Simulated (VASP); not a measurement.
# Te2Mo in VASP: a series of runs, part 2 of 2

VASP 6.6.1. Earlier steps stand in the parts before.

### 4 Single point, PBEsol

This run uses another cell than the first one.

Input file INCAR:

```
SYSTEM = Te2Mo
PREC = Accurate
ENCUT = 520
EDIFF = 1E-7
ISMEAR = 0
SIGMA = 0.1
LREAL = .False.
LASPH = .True.
NELM = 80
ALGO = Normal
ISIF = 2
LWAVE = .False.
LCHARG = .True.
GGA = PS
LELF = .True.
LVHAR = .True.
NBANDS = 35
```

Input file KPOINTS:

```
regular mesh
0
Gamma
  6 6 1
  0 0 0
```

Input file POSCAR:

```
Te2Mo
1.0
    3.5603900000      0.0000000000      0.0000000000
   -1.7802000000      3.0833900000      0.0000000000
    0.0000000000      0.0000000000     26.8112600000
Te Mo
4 2
Direct
    0.3333333333      0.6666666667      0.0734493532
    0.6666666667      0.3333333333      0.7184470187
    0.6666666667      0.3333333333      0.8519551224
    0.3333333333      0.6666666667      0.2069574569
    0.3333333333      0.6666666667      0.7851686814
    0.6666666667      0.3333333333      0.1402357942
```

Potentials or basis: VASP PAW PBE potentials, release 64 (Te, Mo_sv).

On the command line:

```
$ cat potpaw_PBE.64/Te/POTCAR potpaw_PBE.64/Mo_sv/POTCAR > POTCAR
$ mpirun -np 1 vasp_std > vasp.out
```

OUTCAR:

```text
SYSTEM = Te2Mo
   PREC = Accurate
   ENCUT = 520
   EDIFF = 1E-7
   ISMEAR = 0
   LREAL = .False.
   LASPH = .True.
   NELM = 80
   ISIF = 2
   GGA = PS

 ion  position               nearest neighbor table
   1  0.333  0.667  0.073-   6 2.73   6 2.73   6 2.73   4 3.58
   2  0.667  0.333  0.718-   5 2.72   5 2.72   5 2.72   3 3.58
   3  0.667  0.333  0.852-   5 2.73   5 2.73   5 2.73   2 3.58
   4  0.333  0.667  0.207-   6 2.72   6 2.72   6 2.72   1 3.58
   5  0.333  0.667  0.785-   2 2.72   2 2.72   2 2.72   3 2.73   3 2.73   3 2.73
[... 457 lines left out ...]
  -------------------------------------------------------------------------------------
  Total       -3.1728828     -3.1728865     -1.0350337      0.0000051      0.0000000      0.0000000
  in kB      -17.2711539    -17.2711742     -5.6340643      0.0000280      0.0000000      0.0000000
  external PRESSURE =     -13.3921308 kB  Pullay stress =       0.0000000 kB

 VOLUME and BASIS-vectors are now :
 -----------------------------------------------------------------------------
  energy-cutoff  :      520.00
  volume of cell :      294.34
      direct lattice vectors                 reciprocal lattice vectors
     3.560390000  0.000000000  0.000000000     0.280868107  0.162159637  0.000000000
    -1.780200000  3.083390000  0.000000000     0.000000000  0.324318364  0.000000000
     0.000000000  0.000000000 26.811260000     0.000000000  0.000000000  0.037297762

 POSITION                                       TOTAL-FORCE (eV/Angst)
 -----------------------------------------------------------------------------------
     -0.00000      2.05559      1.96927         0.000000      0.000000      0.144110
      1.78019      1.02780     19.26247        -0.000000     -0.000000      0.128856
      1.78019      1.02780     22.84199        -0.000000     -0.000000     -0.144110
     -0.00000      2.05559      5.54879         0.000000     -0.000000     -0.128856
     -0.00000      2.05559     21.05136         0.000000      0.000000      0.018864
      1.78019      1.02780      3.75990        -0.000000     -0.000000     -0.018864
 -----------------------------------------------------------------------------------
    total drift:                                0.000000     -0.000000      0.000042

  FREE ENERGIE OF THE ION-ELECTRON SYSTEM (eV)
  ---------------------------------------------------
  free  energy   TOTEN  =       -39.1706442984 eV

  energy  without entropy=      -39.1706442984  energy(sigma->0) =      -39.17064430
```

It took 3.9 min on 1 thread of Intel Xeon 8259CL, shared host; peak memory 0.41 GiB.

What came out:

```
Free energy            : -39.1706 eV
Largest force          : 0.144 eV/Å
Band gap on the k mesh : 1.04 eV
```

Forces in eV/Å, atoms in the order of the input:
```
Te   0.000  0.000  0.144
Te   0.000  0.000  0.129
Te   0.000  0.000 -0.144
Te   0.000  0.000 -0.129
Mo   0.000  0.000  0.019
Mo   0.000  0.000 -0.019
```

Levels at points of the mesh, in eV from the valence-band top:
| k point | band 24 | band 25 | band 26 | band 27 | band 28 | band 29 |
| --- | --- | --- | --- | --- | --- | --- |
| (0.00, 0.00, 0.00) | -0.90 | -0.41 | -0.35 | 3.07 | 3.07 | 3.07 |
| (0.50, 0.00, 0.00) | -0.71 | -0.34 | -0.34 | 1.39 | 1.39 | 1.73 |

Caveat: there is no dipole correction, which matters where the two faces differ; the PAW data sets were made with another functional, which shifts forces and pressure a little; spin-orbit coupling is left out, which moves the levels of the heavy elements.

### 5 Single point, PBEsol

This run uses another cell than the first one.

Input file INCAR:

```
SYSTEM = Te2Mo
ALGO = Normal ; EDIFF = 1E-6
ENCUT = 520 ; GGA = PS
ISIF = 2 ; ISMEAR = 0
LASPH = .True. ; LCHARG = .False.
LREAL = .False. ; LWAVE = .False.
NBANDS = 35 ; NELM = 80
PREC = Accurate ; SIGMA = 0.1
```

Input file KPOINTS:

```
k-points
0
Gamma
  6 6 1
  0 0 0
```

Input file POSCAR:

```
Te2Mo
1.0
    3.5603900000      0.0000000000      0.0000000000
   -1.7802000000      3.0833900000      0.0000000000
    0.0000000000      0.0000000000     28.8112600000
Te Mo
4 2
Direct
    0.3333333333      0.6666666667      0.0683506971
    0.6666666667      0.3333333333      0.6685743634
    0.6666666667      0.3333333333      0.7928146945
    0.3333333333      0.6666666667      0.1925910282
    0.3333333333      0.6666666667      0.7306643881
    0.6666666667      0.3333333333      0.1305010034
```

On the command line:

```
$ cat potpaw_PBE.64/Te/POTCAR potpaw_PBE.64/Mo_sv/POTCAR > POTCAR
$ mpirun -np 1 vasp_std > vasp.out
```

Run time: 3.5 min. Hardware: 1 thread of Intel Xeon 8259CL, shared host; peak memory 0.44 GiB.

The run converged. Its results:

| Quantity | Value |
| --- | --- |
| Free energy | -39.1683 eV |
| Largest force | 0.147 eV/Å |
| Band gap on the k mesh | 1.04 eV |

Forces in eV/Å, atoms in the order of the input:
```
Te   0.000  0.000  0.147
Te   0.000  0.000  0.129
Te   0.000  0.000 -0.147
Te   0.000  0.000 -0.129
Mo   0.000  0.000  0.019
Mo   0.000  0.000 -0.019
```

Levels at points of the mesh, in eV from the valence-band top:
```tsv
k point	band 23	band 24	band 25	band 26	band 27	band 28	band 29	band 30
(0.00, 0.00, 0.00)	-0.90	-0.90	-0.38	-0.38	3.07	3.07	3.07	3.07
(0.50, 0.00, 0.00)	-0.71	-0.71	-0.34	-0.34	1.39	1.39	1.74	1.74
```

Caveat: there is no dipole correction, which matters where the two faces differ; the PAW data sets were made with another functional, which shifts forces and pressure a little; spin-orbit coupling is left out, which moves the levels of the heavy elements.

### 6 Overview

| cell | gap on the mesh (eV) | largest force (eV/Å) |
| --- | --- | --- |
| a = 3.560, b = 3.560, c = 25.311 Å, angles 90.0, 90.0, 120.0°, 6 atoms | 1.03 | 0.13 |
| a = 3.560, b = 3.560, c = 25.811 Å, angles 90.0, 90.0, 120.0°, 6 atoms | 1.04 | 0.13 |
| a = 3.560, b = 3.560, c = 26.811 Å, angles 90.0, 90.0, 120.0°, 6 atoms | 1.04 | 0.14 |
| a = 3.560, b = 3.560, c = 28.811 Å, angles 90.0, 90.0, 120.0°, 6 atoms | 1.04 | 0.15 |

Alike in all rows: task single point; level PBEsol; potentials or basis VASP PAW PBE potentials, release 64 (Te, Mo_sv); no spin polarisation; k mesh 6 × 6 × 1; cutoff (eV) 520; smearing gaussian 0.1 eV.

Caveats: there is no dipole correction, which matters where the two faces differ; the PAW data sets were made with another functional, which shifts forces and pressure a little; spin-orbit coupling is left out, which moves the levels of the heavy elements.

Total energies depend on the potentials used, so only differences within one code and one set of settings carry meaning.
